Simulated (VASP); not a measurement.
# Sn (Fd-3m) in VASP: further runs, part 2 of 2

VASP 6.6.1. Earlier steps stand in the parts before.

## 6. Single point, RPBE+D3(BJ)

Input file INCAR:

```
SYSTEM = Sn
PREC = Accurate
ENCUT = 520
EDIFF = 1E-6
ISMEAR = -1
SIGMA = 0.025
LREAL = .False.
LASPH = .True.
NELM = 80
ALGO = Normal
ISIF = 2
LWAVE = .False.
LCHARG = .False.
GGA = RP
IVDW = 12
NBANDS = 21
```

Input file KPOINTS:

```
Automatic mesh
0
Gamma
  7 7 7
  0 0 0
```

Input file POSCAR:

```
Sn
1.0
    0.0000000000      3.2333428000      3.2333428000
    3.2333428000      0.0000000000      3.2333428000
    3.2333428000      3.2333428000      0.0000000000
Sn
2
Direct
    0.7500000000      0.7500000000      0.7500000000
    0.5000000000      0.5000000000      0.5000000000
```

Potentials or basis: VASP PAW PBE potentials, release 64 (Sn_d).

Started as:

```
$ cat potpaw_PBE.64/Sn_d/POTCAR > POTCAR
$ mpirun -np 1 vasp_std > vasp.out
```

OUTCAR:

```text
SYSTEM = Sn
   PREC = Accurate
   ENCUT = 520
   EDIFF = 1E-6
   ISMEAR = -1
   LREAL = .False.
   LASPH = .True.
   NELM = 80
   ISIF = 2
   GGA = RP
   IVDW = 12
 IVDW          = 12

 ion  position               nearest neighbor table
   1  0.750  0.750  0.750-   2 2.80   2 2.80   2 2.80   2 2.80
   2  0.500  0.500  0.500-   1 2.80   1 2.80   1 2.80   1 2.80

  LATTYP: Found a face centered cubic cell.
 ALAT       =     6.4666856000

  Lattice vectors:

 A1 = (   0.0000000000,   3.2333428000,   3.2333428000)
 A2 = (   3.2333428000,   0.0000000000,   3.2333428000)
 A3 = (   3.2333428000,   3.2333428000,   0.0000000000)

Analysis of symmetry for initial positions (statically):
=====================================================================
 Subroutine PRICEL returns:
 Original cell was already a primitive cell.

 Routine SETGRP: Setting up the symmetry group for a
 face centered cubic supercell.

 Subroutine GETGRP returns: Found 48 space group operations
 (whereof 24 operations were pure point group operations)
 out of a pool of 48 trial point group operations.

The static configuration has the point symmetry T_d .
 The point group associated with its full space group is O_h .

Analysis of symmetry for dynamics (positions and initial velocities):
=====================================================================
 Subroutine PRICEL returns:
 Original cell was already a primitive cell.

 Routine SETGRP: Setting up the symmetry group for a
 face centered cubic supercell.

 Subroutine GETGRP returns: Found 48 space group operations
 (whereof 24 operations were pure point group operations)
 out of a pool of 48 trial point group operations.

The dynamic configuration has the point symmetry T_d .
 The point group associated with its full space group is O_h .

 Subroutine INISYM returns: Found 48 space group operations
 (whereof 24 operations are pure point group operations),
 and found     1 'primitive' translations

[... 106 lines left out ...]
   IALGO  =     38    algorithm
   IMIX   =      4    mixing-type and parameters
     AMIX     =   0.40;   BMIX     =  1.00
     AMIX_MAG =   1.60;   BMIX_MAG =  1.00
  volume/ion in A,a.u.               =      33.80       228.11
  Fermi-wavevector in a.u.,A,eV,Ry     =   1.220298  2.306028 20.260793  1.489126
  Thomas-Fermi vector in A             =   2.355520
   LORBIT       =      0    0 simple, 1 ext, 2 COOP (PROOUT), +10 PAW based schemes
   GGA     = RP    functional components
   LHFCALC =     F    Hartree Fock is set to
   AEXX    =    0.0000 exact exchange contribution
   IVDW    =    12    specifies the selected vdW correction
   LEPSILON=     F    determine dielectric tensor
   LRPA    =     F    only Hartree local field effects (RPA)
 non-spin polarized calculation
  energy-cutoff  :      520.00
  volume of cell :       67.61
 maximum number of plane-waves:      1841
 NGX is ok and might be reduce to    36
   NGX = 17   NGY = 17   NGZ = 17

 number of electron      28.0000008 magnetization

 Free energy of the ion-electron system (eV)
  ---------------------------------------------------
  ext. energy  EPLUGINS =         0.00000000
  ---------------------------------------------------
  free energy    TOTEN  =        -6.89769718 eV

  energy without entropy =       -6.89697955  energy(sigma->0) =       -6.89733837

 E-fermi :   5.9453     XC(G=0):  -8.7516

 val. band max:        5.6057336332   @ k =   0.1429   0.0000   0.0000
 cond. band min:       5.9625931381   @ k =   0.0000   0.0000   0.0000
 fundamental gap:      0.3568595049
 Fermi energy:         5.9453221048

 k-point     1 :       0.0000    0.0000    0.0000
  band No.  band energies     occupation
      1     -15.8689      2.00000
      2     -15.8689      2.00000
      3     -15.8689      2.00000
      4     -15.8092      2.00000
      5     -15.8092      2.00000
      6     -15.4921      2.00000
[... 469 lines left out ...]
     20      14.6650      0.00000
     21      16.5132      0.00000

------------------------ aborting loop because EDIFF is reached ----------------------------------------

 Edisp (eV)   -3.03361

 E8    (eV) :    -2.0841

  FORCE on cell =-STRESS in cart. coord.  units (eV):
  Direction    XX          YY          ZZ          XY          YZ          ZX
  --------------------------------------------------------------------------------------
  -------------------------------------------------------------------------------------
  Total      -1.23705    -1.23705    -1.23705     0.00000    -0.00000     0.00000
  in kB     -29.31661   -29.31661   -29.31661     0.00000    -0.00000     0.00000
  external pressure =      -29.32 kB  Pullay stress =        0.00 kB

 VOLUME and BASIS-vectors are now :
 -----------------------------------------------------------------------------
  energy-cutoff  :      520.00
  volume of cell :       67.61
      direct lattice vectors                 reciprocal lattice vectors
     0.000000000  3.233342800  3.233342800    -0.154638723  0.154638723  0.154638723
     3.233342800  0.000000000  3.233342800     0.154638723 -0.154638723  0.154638723
     3.233342800  3.233342800  0.000000000     0.154638723  0.154638723 -0.154638723

 POSITION                                       TOTAL-FORCE (eV/Angst)
 -----------------------------------------------------------------------------------
      4.85001      4.85001      4.85001         0.000000      0.000000      0.000000
      3.23334      3.23334      3.23334        -0.000000     -0.000000     -0.000000
 -----------------------------------------------------------------------------------
    total drift:                                0.000000      0.000000      0.000000

  FREE ENERGIE OF THE ION-ELECTRON SYSTEM (eV)
  ---------------------------------------------------
  free  energy   TOTEN  =        -9.9313117654 eV

  energy  without entropy=       -9.9305941363  energy(sigma->0) =       -9.93095295
```

Run time: 21 s. Hardware: 1 thread of Intel Xeon 6975P-C (Granite Rapids), shared host; peak memory 0.21 GiB.

What came out:

```
Free energy                : -9.9313 eV
Pressure                   : -2.9 GPa
Band gap on the k mesh     : zero (filled and empty bands touch)
Dispersion energy per atom : -1.517 eV
```

Levels at points of the mesh, in eV from the Fermi level:
| k point | band 10 | band 11 | band 12 | band 13 | band 14 | band 15 | band 16 | band 17 | band 18 | band 19 |
| --- | --- | --- | --- | --- | --- | --- | --- | --- | --- | --- |
| (0.00, 0.00, 0.00) | -21.43 | -10.72 | -0.55 | 0.02 | 0.02 | 0.02 | 2.10 | 2.10 | 2.10 | 5.16 |

Caveat: the PAW data sets were made with another functional, which shifts forces and pressure a little; spin-orbit coupling is left out, which moves the levels of the heavy elements.

## 7. Summary

| task | level | spin | cell | k mesh | cutoff (eV) | smearing | grid for exact exchange (PRECFOCK) | share of exact exchange | screening parameter | gap on the mesh (eV) | pressure (GPa) | moment (μB) |
| --- | --- | --- | --- | --- | --- | --- | --- | --- | --- | --- | --- | --- |
| relaxation of cell and atoms | RPBE+D4 | off | relaxed | 7 × 7 × 7 | 600 | fermi-dirac 0.05 eV | - | - | - | none | 0.0 | - |
| single point | HSE06 | non-collinear, zero start, SOC | as given | 3 × 3 × 3 | 520 | fermi-dirac 0.05 eV | Normal | 0.25 | 0.2079 1/Å | - | 3.7 | 0.00 |
| single point | pbesol exchange, pbe correlation | collinear, zero start | as given | 7 × 7 × 7 | 500 | gaussian 0.05 eV | - | - | - | none | 1.0 | 0.00 |
| single point | RPBE+D4 | non-collinear, zero start, SOC | as given | 7 × 7 × 7 | 520 | methfessel-paxton 0.15 eV | - | - | - | - | 1.9 | 0.00 |
| single point | RPBE+D3(BJ) | off | as given | 7 × 7 × 7 | 520 | fermi-dirac 0.025 eV | - | - | - | none | -2.9 | - |

Alike in all rows: potentials or basis VASP PAW PBE potentials, release 64 (Sn_d).

Caveats: some runs use coarse meshes; the PAW data sets were made with another functional, which shifts forces and pressure a little; spin-orbit coupling is left out, which moves the levels of the heavy elements (at least some runs).

Absolute energies hang on the potentials; compare differences alone.
